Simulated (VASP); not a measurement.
A run of VASP 6.6.1:

File INCAR:

```
  PREC = Accurate
  ENCUT = 520
  EDIFF = 1E-8
  ISMEAR = 0
  SIGMA = 0.01
  LREAL = F
  LASPH = T
  NELM = 80
  ALGO = Normal
  ISIF = 2
  LWAVE = F
  LCHARG = T
  NBANDS = 15
  IBRION = 8
  NSW = 1
```

The input KPOINTS:

```
regular mesh
0
Gamma
  6 6 6
```

POSCAR

```
BaTe
1.0
    0.0000000000      3.4331720215      3.4331720215
    3.4331720215      0.0000000000      3.4331720215
    3.4331720215      3.4331720215      0.0000000000
Ba Te
1 1
Direct
    0.0000000000      0.0000000000      0.0000000000
    0.5000000000      0.5000000000      0.5000000000
```

Potentials or basis: VASP PAW LDA potentials, release 64 (Ba_sv, Te).

Command:

```sh
$ cat potpaw_LDA.64/Ba_sv/POTCAR potpaw_LDA.64/Te/POTCAR > POTCAR
$ mpirun -np 1 vasp_std > vasp.out
```

Hardware: 1 thread of Intel(R) Xeon(R) 6975P-C (Granite Rapids), with other jobs on the host.

Task: Estimate the wall time of this run.

Result: It took 2.2 min on 1 thread of Intel(R) Xeon(R) 6975P-C (Granite Rapids), on a shared host, peak memory 0.27 GiB. Counts: scf iterations 41, k points 16.
